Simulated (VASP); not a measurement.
# Re: single point with PBE

The system is Re.

```
Re
1.0
     2.77555    0.00000    0.00000
    -1.38777    2.40369    0.00000
     0.00000    0.00000    4.48245
Re
2
Cartesian
  0.0000 1.6025 1.1206
  1.3878 0.8012 3.3618
```

| Quantity | Value |
| --- | --- |
| Program | VASP 6.6.1 |
| Task | single point |
| Functional | PBE |
| Potentials or basis | VASP PAW PBE potentials, release 64 (Re) |
| Cutoff | 520 eV |
| k mesh | 17 × 17 × 9 |
| Occupations | fermi-dirac, width 0.05 eV |
| Spin | no spin polarisation |
| Dipole correction | no |
| Further INCAR settings | ALGO = Normal; EDIFF = 1e-07; NBANDS = 14 |

```json
{
 "Pressure": "-0.6 GPa",
 "Band gap on the k mesh": "zero (band 7 reaches 9.14 eV, above the bottom of band 8 at 6.12 eV)"
}
```

Stress tensor (GPa, compression positive):
```
-0.50  0.00  0.00
 0.00 -0.50  0.00
 0.00  0.00 -0.67
```

Levels at points of the mesh, in eV from the Fermi level:
```tsv
k point	band 4	band 5	band 6	band 7	band 8	band 9	band 10	band 11
(0.00, 0.00, 0.00)	-1.53	-1.53	-0.72	-0.72	0.19	0.19	0.59	3.29
```

Run time: 81 s on 1 thread of Intel(R) Xeon(R) Platinum 8375C CPU @ 2.90GHz (Ice Lake) (shared host), peak memory 0.2 GiB.

Caveat: spin-orbit coupling is left out, which moves the levels of the heavy elements.
